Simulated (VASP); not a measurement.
Write the native input for VASP 6.6.1 that does the following.

```yaml
Task: single point
Functional: PBEsol
Potentials_or_basis: VASP PAW PBE potentials, release 64 (Na_pv, F)
Cutoff: 600 eV
k_mesh: 8 × 8 × 8
Occupations: gaussian, width 0.02 eV
Spin: no spin polarisation
Dipole_correction: no
Further_INCAR_settings: ALGO = Normal; EDIFF = 1e-06; NBANDS = 14
```

The structure of NaF lies in POSCAR:

```
NaF
1.0
    2.7631000000      0.0000000000      0.0000000000
    0.0000000000      2.7631000000      0.0000000000
    0.0000000000      0.0000000000      2.7631000000
Na F
1 1
Direct
    0.0000000000      0.0000000000      0.0000000000
    0.5000000000      0.5000000000      0.5000000000
```

This cell differs from its parent crystal: volume scaled by 0.944 of the coarse rest volume.

These files were run (other wordings do the same):

INCAR

```
  PREC = Accurate
  ENCUT = 600
  EDIFF = 1E-6
  ISMEAR = 0
  SIGMA = 0.02
  LREAL = False
  LASPH = True
  NELM = 120
  ALGO = Normal
  ISIF = 2
  LWAVE = False
  LCHARG = False
  GGA = PS
  NBANDS = 14
  GGA_COMPAT = False
```

KPOINTS

```
Automatic mesh
0
Gamma
  8 8 8
```

Potentials or basis: VASP PAW PBE potentials, release 64 (Na_pv, F).

The run is started by

```sh
$ cat potpaw_PBE.64/Na_pv/POTCAR potpaw_PBE.64/F/POTCAR > POTCAR
$ mpirun -np 1 vasp_std > vasp.out
```

Results of the run:

```json
{
 "Pressure": "3.3 GPa",
 "Band gap on the k mesh": "6.19 eV, indirect (least direct gap 6.55 eV)"
}
```

Caveat: the PAW data sets were made with another functional, which shifts forces and pressure a little.

Run time: 14 s on 1 thread of Intel Xeon 8259CL (shared host), peak memory 0.14 GiB.
